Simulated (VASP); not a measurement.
Crystal: GaN.

```
CELL_PARAMETERS angstrom
0.00000 2.25350 2.25350
2.25350 0.00000 2.25350
2.25350 2.25350 0.00000
ATOMIC_POSITIONS crystal
Ga 0.00000 0.00000 0.00000
N 0.75000 0.75000 0.75000
```

| Item | Value |
| --- | --- |
| Program | VASP 6.6.1 |
| Task | relaxation of cell and atoms |
| Functional | LDA |
| Potentials or basis | VASP PAW LDA potentials, release 64 (Ga_d, N) |
| Cutoff | 600 eV |
| k mesh | 8 × 8 × 8 |
| Occupations | methfessel-paxton, width 0.02 eV |
| Spin | no spin polarisation |

At the start: pressure -5.6 GPa; volume 11.44 Å³/atom.

**Question.** Where does the relaxation end?

**Answer.** Over 3 steps the energy falls by 6.0 meV/atom and the volume is 11.11 Å³/atom (-2.9 %); space group F-43m (No. 216, to 0.05 Å).

The path:
| step | energy change (eV) | largest force (eV/Å) | pressure (GPa) | volume (Å³) |
| --- | --- | --- | --- | --- |
| 1 | 0.0000 | 0.0000 | -5.60 | 22.89 |
| 2 | -0.0003 | 0.0000 | 6.12 | 21.59 |
| 3 | -0.0121 | 0.0000 | -0.37 | 22.22 |

Final structure:
```yaml
crystal:
  lattice:
    - [0.00000, 2.23140, 2.23140]
    - [2.23140, 0.00000, 2.23140]
    - [2.23140, 2.23140, 0.00000]
  atoms:
    - { symbol: Ga, position: [0.00000, 0.00000, 0.00000] }
    - { symbol: N, position: [0.75000, 0.75000, 0.75000] }
```
